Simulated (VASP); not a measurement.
BiPt, 4 atoms in the cell. Symmetry: P6_3/mmc, No. 194, hexagonal system. The conventional cell has a = 4.315 Å, b = 4.315 Å, c = 5.490 Å, α = 90.00°, β = 90.00°, γ = 120.00°. Within 3.7 Å of Bi (site symmetry -6m2) lie 6 Pt at 2.84 Å. Within 3.6 Å of Pt (site symmetry -3m) lie 2 Pt at 2.75 Å and 6 Bi at 2.84 Å. 

| Item | Value |
| --- | --- |
| Program | VASP 6.6.1 |
| Task | relaxation of cell and atoms |
| Functional | PBEsol |
| Potentials or basis | VASP PAW PBE potentials, release 64 (Bi_d, Pt) |
| Cutoff | 600 eV |
| k mesh | 6 × 6 × 4 |
| Occupations | fermi-dirac, width 0.05 eV |
| Spin | no spin polarisation |
| Dipole correction | no |
| Further INCAR settings | ALGO = Normal; EDIFF = 1e-06; IBRION = 2; EDIFFG = -0.03; NSW = 80; ISIF = 3 |

Potentials or basis: VASP PAW PBE potentials, release 64 (Bi_d, Pt).

The run is started by

```bash
$ cat potpaw_PBE.64/Bi_d/POTCAR potpaw_PBE.64/Pt/POTCAR > POTCAR
$ mpirun -np 1 vasp_std > vasp.out
```

Hardware: 1 thread of Intel(R) Xeon(R) Platinum 8488C (Sapphire Rapids), with other jobs on the host.

Question: Estimate the wall time of this run.

Answer: Wall time 2.9 min on 1 thread of Intel(R) Xeon(R) Platinum 8488C (Sapphire Rapids), with other jobs on the host, peak memory 0.28 GiB. Counts: scf iterations 40, k points 21, ion steps 5.
